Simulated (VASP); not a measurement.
# NaH (Pm-3m) in VASP: notebook

Runs on NaH. Level: PBE. Tasks: single point.

All numbers are computed with VASP 6.6.1; they aren't measurements. Logs are shortened: lines on timing, memory, paths and dates and some standing lists are left out, and cuts for length are marked.

## Step 1: The cell of the first run

The structure is cubic, space group Pm-3m (No. 221). Conventional cell: a = 2.930 Å, b = 2.930 Å, c = 2.930 Å, α = 90.00°, β = 90.00°, γ = 90.00°. Within 3.3 Å of Na (site symmetry m-3m) lie 8 H at 2.54 Å and 6 Na at 2.93 Å. Within 3.3 Å of H (site symmetry m-3m) lie 8 Na at 2.54 Å and 6 H at 2.93 Å.

## Step 2: Single point, PBE (strained)

File INCAR:

```
SYSTEM = NaH
PREC     = Accurate       ! precision mode
ENCUT    = 520            ! plane-wave cutoff, eV
EDIFF    = 1E-6           ! SCF threshold, eV
ISMEAR   = 0              ! smearing method
SIGMA    = 0.02           ! smearing width, eV
LREAL    = .False.        ! projectors in reciprocal space
LASPH    = .True.         ! aspherical terms in the spheres
NELM     = 80             ! most SCF steps
ALGO     = Normal         ! electronic algorithm
ISIF     = 2              ! what is computed and relaxed
LWAVE    = .False.        ! write WAVECAR
LCHARG   = .True.         ! write CHGCAR
GGA      = PE             ! functional
LELF     = .True.         ! ELF
LVHAR    = .True.       
NBANDS   = 11             ! bands
```

File KPOINTS:

```
Automatic mesh
0
Gamma
  10 10 10
  0 0 0
```

File POSCAR:

```
NaH
1.0
    2.9299758948      0.0000000000      0.0000000000
    0.0000000000      2.9299758948      0.0000000000
    0.0000000000      0.0000000000      2.9299758948
Na H
1 1
Direct
    0.0000000000      0.0000000000      0.0000000000
    0.5000000000      0.5000000000      0.5000000000
```

Potentials or basis: VASP PAW PBE potentials, release 64 (Na_pv, H).

The run is started by

```sh
$ cat potpaw_PBE.64/Na_pv/POTCAR potpaw_PBE.64/H/POTCAR > POTCAR
$ mpirun -np 1 vasp_std > vasp.out
```

OUTCAR:

```text
SYSTEM = NaH
   PREC = Accurate
   ENCUT = 520
   EDIFF = 1E-6
   ISMEAR = 0
   LREAL = .False.
   LASPH = .True.
   NELM = 80
   ISIF = 2
   GGA = PE

 ion  position               nearest neighbor table
   1  0.000  0.000  0.000-
   2  0.500  0.500  0.500-

  LATTYP: Found a simple cubic cell.
 ALAT       =     2.9299758948

  Lattice vectors:

 A1 = (   2.9299758948,   0.0000000000,   0.0000000000)
 A2 = (   0.0000000000,   2.9299758948,   0.0000000000)
 A3 = (   0.0000000000,   0.0000000000,   2.9299758948)

Analysis of symmetry for initial positions (statically):
=====================================================================
 Subroutine PRICEL returns:
 Original cell was already a primitive cell.

 Routine SETGRP: Setting up the symmetry group for a
 simple cubic supercell.

 Subroutine GETGRP returns: Found 48 space group operations
 (whereof 48 operations were pure point group operations)
 out of a pool of 48 trial point group operations.

The static configuration has the point symmetry O_h .

Analysis of symmetry for dynamics (positions and initial velocities):
=====================================================================
 Subroutine PRICEL returns:
 Original cell was already a primitive cell.

 Routine SETGRP: Setting up the symmetry group for a
 simple cubic supercell.

 Subroutine GETGRP returns: Found 48 space group operations
 (whereof 48 operations were pure point group operations)
 out of a pool of 48 trial point group operations.

The dynamic configuration has the point symmetry O_h .

 Subroutine INISYM returns: Found 48 space group operations
 (whereof 48 operations are pure point group operations),
 and found     1 'primitive' translations

----------------------------------------------------------------------------------------

                                     Primitive cell

  volume of cell :      25.1531

  direct lattice vectors                    reciprocal lattice vectors
     2.929975895  0.000000000  0.000000000     0.341299736  0.000000000  0.000000000
     0.000000000  2.929975895  0.000000000     0.000000000  0.341299736  0.000000000
     0.000000000  0.000000000  2.929975895     0.000000000  0.000000000  0.341299736

  length of vectors
     2.929975895  2.929975895  2.929975895     0.341299736  0.341299736  0.341299736

  position of ions in fractional coordinates (direct lattice)
     0.000000000  0.000000000  0.000000000
     0.500000000  0.500000000  0.500000000

  ion indices of the primitive-cell ions
   primitive index   ion index
                 1           1
                 2           2

----------------------------------------------------------------------------------------

 KPOINTS: Automatic mesh

Automatic generation of k-mesh.
 Grid dimensions read from file:
 generate k-points for:   10   10   10

 Generating k-lattice:

  Cartesian coordinates                     Fractional coordinates (reciprocal lattice)
     0.034129974  0.000000000  0.000000000     0.100000000  0.000000000  0.000000000
     0.000000000  0.034129974  0.000000000     0.000000000  0.100000000  0.000000000
     0.000000000  0.000000000  0.034129974     0.000000000  0.000000000  0.100000000

  Length of vectors
     0.034129974  0.034129974  0.034129974

  Shift w.r.t. Gamma in fractional coordinates (k-lattice)
     0.000000000  0.000000000  0.000000000

 Subroutine IBZKPT returns following result:
 ===========================================

 Found     56 irreducible k-points:

 Following reciprocal coordinates:
            Coordinates               Weight
  0.000000  0.000000  0.000000      1.000000
  0.100000  0.000000  0.000000      6.000000
  0.200000  0.000000  0.000000      6.000000
  0.300000  0.000000  0.000000      6.000000
  0.400000  0.000000  0.000000      6.000000
  0.500000  0.000000  0.000000      3.000000
[... 16 lines left out ...]
  0.200000  0.100000  0.100000     24.000000
  0.300000  0.100000  0.100000     24.000000
 [... further k-points ...]
   k-points           NKPTS =     56   k-points in BZ     NKDIM =     56   number of bands    NBANDS=     11
   number of dos      NEDOS =    301   number of ions     NIONS =      2
   total plane-waves  NPLWV =  13824
   dimension x,y,z NGX =    24 NGY =   24 NGZ =   24
   dimension x,y,z NGXF=    48 NGYF=   48 NGZF=   48
   ions per type =               1   1
   NGX,Y,Z   is equivalent  to a cutoff of  13.62, 13.62, 13.62 a.u.
   NGXF,Y,Z  is equivalent  to a cutoff of  27.24, 27.24, 27.24 a.u.
 SYSTEM =  NaH
   PREC   = accura    normal or accurate (medium, high low for compatibility)
   ISTART =      0    job   : 0-new  1-cont  2-samecut
   ICHARG =      2    charge: 1-file 2-atom 10-const
   ISPIN  =      1    spin polarized calculation?
   LNONCOLLINEAR =      F non collinear calculations
   LSORBIT =      F    spin-orbit coupling
   LASPH  =      T    aspherical Exc in radial PAW
   ENCUT  =  520.0 eV  38.22 Ry    6.18 a.u.   5.45  5.45  5.45*2*pi/ulx,y,z
   NELM   =     80;   NELMIN=  2; NELMDL= -5     # of ELM steps
   EDIFF  = 0.1E-05   stopping-criterion for ELM
   LREAL  =      F    real-space projection
   EDIFFG = 0.1E-04   stopping-criterion for IOM
   NSW    =      0    number of steps for IOM
   IBRION =     -1    ionic relax: 0-MD 1-quasi-New 2-CG
   NFREE  =      0    steps in history (QN), initial steepest desc. (CG)
   ISIF   =      2    stress and relaxation
   ISYM   =      2    0-nonsym 1-usesym 2-fastsym
   POTIM  = 0.5000    time-step for ionic-motion
   TEBEG  =    0.0;   TEEND  =   0.0 temperature during run
   PSTRESS=    0.0 pullay stress
   NELECT =       8.0000    total number of electrons
   NUPDOWN=      -1.0000    fix difference up-down
   EMIN   =  10.00;   EMAX   =-10.00  energy-range for DOS
   EFERMI =   0.00;   METHOD = LEGACY
   ISMEAR =     0;   SIGMA  =   0.02  broadening in eV -4-tet -1-fermi 0-gaus
   EFERMI_NEDOS =   21; number of points for ismear=-14 and -15
   IALGO  =     38    algorithm
   IMIX   =      4    mixing-type and parameters
     AMIX     =   0.40;   BMIX     =  1.00
     AMIX_MAG =   1.60;   BMIX_MAG =  1.00
  volume/ion in A,a.u.               =      12.58        84.87
  Fermi-wavevector in a.u.,A,eV,Ry     =   1.117483  2.111736 16.990512  1.248767
  Thomas-Fermi vector in A             =   2.254106
   LORBIT       =      0    0 simple, 1 ext, 2 COOP (PROOUT), +10 PAW based schemes
   GGA     = PE    functional components
   LHFCALC =     F    Hartree Fock is set to
   AEXX    =    0.0000 exact exchange contribution
   IVDW    =     0    specifies the selected vdW correction
   LEPSILON=     F    determine dielectric tensor
   LRPA    =     F    only Hartree local field effects (RPA)
 non-spin polarized calculation
 Gauss-broadening in eV      SIGMA  =   0.02
  energy-cutoff  :      520.00
  volume of cell :       25.15
 maximum number of plane-waves:       697
 NGX is ok and might be reduce to    24
   NGX = 11   NGY = 11   NGZ = 11

 number of electron       8.0000015 magnetization

 Free energy of the ion-electron system (eV)
  ---------------------------------------------------
  ext. energy  EPLUGINS =         0.00000000
  ---------------------------------------------------
  free energy    TOTEN  =        -4.77010474 eV

  energy without entropy =       -4.77010474  energy(sigma->0) =       -4.77010474

 E-fermi :   1.5383     XC(G=0):  -8.2495

 val. band max:        1.4356978739   @ k =   0.5000   0.5000   0.5000
 cond. band min:       2.4685243868   @ k =   0.5000   0.0000   0.0000
 fundamental gap:      1.0328265129
 Fermi energy:         1.5382586899

 k-point     1 :       0.0000    0.0000    0.0000
  band No.  band energies     occupation
      1     -23.1262      2.00000
      2     -23.1262      2.00000
      3     -23.1262      2.00000
      4      -4.6051      2.00000
      5      10.3016      0.00000
      6      12.5027      0.00000
      7      12.5027      0.00000
      8      14.1145      0.00000
      9      14.1145      0.00000
     10      14.1145      0.00000
     11      27.4646      0.00000

 k-point     2 :       0.1000    0.0000    0.0000
  band No.  band energies     occupation
      1     -23.1448      2.00000
      2     -23.1246      2.00000
      3     -23.1246      2.00000
      4      -4.4451      2.00000
      5       9.3421      0.00000
      6      11.5229      0.00000
      7      12.6709      0.00000
      8      14.2338      0.00000
      9      14.2338      0.00000
     10      16.4370      0.00000
     11      25.9434      0.00000

 k-point     3 :       0.2000    0.0000    0.0000
  band No.  band energies     occupation
      1     -23.1930      2.00000
      2     -23.1204      2.00000
      3     -23.1204      2.00000
      4      -3.9799      2.00000
      5       7.0694      0.00000
      6      11.5983      0.00000
      7      13.1718      0.00000
      8      14.5848      0.00000
      9      14.5848      0.00000
     10      19.7389      0.00000
     11      23.7278      0.00000

 k-point     4 :       0.3000    0.0000    0.0000
  band No.  band energies     occupation
      1     -23.2521      2.00000
      2     -23.1152      2.00000
      3     -23.1152      2.00000
      4      -3.2653      2.00000
      5       4.8924      0.00000
      6      11.9953      0.00000
      7      13.9887      0.00000
      8      15.1370      0.00000
      9      15.1370      0.00000
     10      21.3893      0.00000
     11      21.7554      0.00000
[... 239 lines left out ...]
 k-point    22 :       0.1000    0.1000    0.1000
  band No.  band energies     occupation
      1     -23.1446      2.00000
      2     -23.1396      2.00000
      3     -23.1396      2.00000
      4      -4.1311      2.00000
      5       8.9103      0.00000
      6      10.5979      0.00000
      7      10.5979      0.00000
      8      15.9957      0.00000
      9      16.9191      0.00000
     10      16.9191      0.00000
     11      23.5773      0.00000

 k-point    23 :       0.2000    0.1000    0.1000
  band No.  band energies     occupation
      1     -23.1890      2.00000
      2     -23.1379      2.00000
      3     -23.1351      2.00000
      4      -3.6775      2.00000
      5       7.2840      0.00000
      6      10.0974      0.00000
      7      11.0539      0.00000
      8      16.4560      0.00000
      9      17.1582      0.00000
     10      19.9072      0.00000
     11      21.2215      0.00000

 k-point    24 :       0.3000    0.1000    0.1000
  band No.  band energies     occupation
      1     -23.2470      2.00000
      2     -23.1323      2.00000
      3     -23.1297      2.00000
      4      -2.9828      2.00000
      5       5.1895      0.00000
      6      10.5218      0.00000
      7      11.8087      0.00000
      8      16.8738      0.00000
      9      17.0068      0.00000
     10      19.8165      0.00000
     11      20.3400      0.00000

 [... further k-points ...]
[... 5 lines left out ...]
  --------------------------------------------------------------------------------------
  -------------------------------------------------------------------------------------
  Total        0.1287919      0.1287919      0.1287919     -0.0000000     -0.0000000      0.0000000
  in kB        8.2036457      8.2036457      8.2036457     -0.0000000     -0.0000000      0.0000000
  external PRESSURE =       8.2036457 kB  Pullay stress =       0.0000000 kB

 VOLUME and BASIS-vectors are now :
 -----------------------------------------------------------------------------
  energy-cutoff  :      520.00
  volume of cell :       25.15
      direct lattice vectors                 reciprocal lattice vectors
     2.929975895  0.000000000  0.000000000     0.341299736  0.000000000  0.000000000
     0.000000000  2.929975895  0.000000000     0.000000000  0.341299736  0.000000000
     0.000000000  0.000000000  2.929975895     0.000000000  0.000000000  0.341299736

 POSITION                                       TOTAL-FORCE (eV/Angst)
 -----------------------------------------------------------------------------------
      0.00000      0.00000      0.00000         0.000000      0.000000      0.000000
      1.46499      1.46499      1.46499         0.000000      0.000000      0.000000
 -----------------------------------------------------------------------------------
    total drift:                                0.000000      0.000000      0.000000

  FREE ENERGIE OF THE ION-ELECTRON SYSTEM (eV)
  ---------------------------------------------------
  free  energy   TOTEN  =        -4.7701047448 eV

  energy  without entropy=       -4.7701047448  energy(sigma->0) =       -4.77010474
```

Wall time 12 s (1 thread of Intel Xeon 8259CL, shared host); peak memory 0.14 GiB.

What came out:

```
Free energy            : -4.7701 eV
Pressure               : 0.8 GPa
Band gap on the k mesh : 1.03 eV, indirect (least direct gap 4.51 eV)
```

Caveat: the cell differs from its parent crystal (strained). A k mesh can miss the band edges.

## Step 3: Single point, PBE (strained)

File INCAR:

```
SYSTEM = NaH
PREC = Accurate
ENCUT = 520
EDIFF = 1E-6
ISMEAR = 0
SIGMA = 0.02
LREAL = .FALSE.
LASPH = .TRUE.
NELM = 100
ALGO = Normal
ISIF = 2
LWAVE = .FALSE.
LCHARG = .FALSE.
GGA = PE
NBANDS = 11
```

File KPOINTS:

```
regular mesh
0
G
  10 10 10
  0 0 0
```

File POSCAR:

```
NaH
1.0
    2.8969376084      0.0000000000      0.0000000000
    0.0000000000      2.8969376084      0.0000000000
    0.0000000000      0.0000000000      2.8969376084
Na H
1 1
Direct
    0.0000000000      0.0000000000      0.0000000000
    0.5000000000      0.5000000000      0.5000000000
```

Potentials or basis: VASP PAW PBE potentials, release 64 (Na_pv, H).

The run is started by

```sh
$ cat potpaw_PBE.64/Na_pv/POTCAR potpaw_PBE.64/H/POTCAR > POTCAR
$ mpirun -np 1 vasp_std > vasp.out
```

Wall time 13 s (1 thread of Intel Xeon 8259CL, shared host); peak memory 0.14 GiB.

Results (log left out):

* Free energy: -4.7627 eV
* Pressure: 1.8 GPa
* Band gap on the k mesh: 1.03 eV, indirect (least direct gap 4.61 eV)

Levels at points of the mesh, in eV from the valence-band top:
```tsv
k point	band 2	band 3	band 4	band 5	band 6	band 7
(0.00, 0.00, 0.00)	-24.58	-24.58	-6.21	9.16	11.20	11.20
(0.50, 0.00, 0.00)	-24.56	-24.56	-3.57	1.03	11.40	14.57
(0.50, 0.50, 0.00)	-24.75	-24.54	-1.85	4.38	4.38	7.11
(0.50, 0.50, 0.50)	-24.72	-24.72	0.00	6.98	6.98	6.98
```

Caveat: the cell differs from its parent crystal (strained).

[end of part 1 of 2]
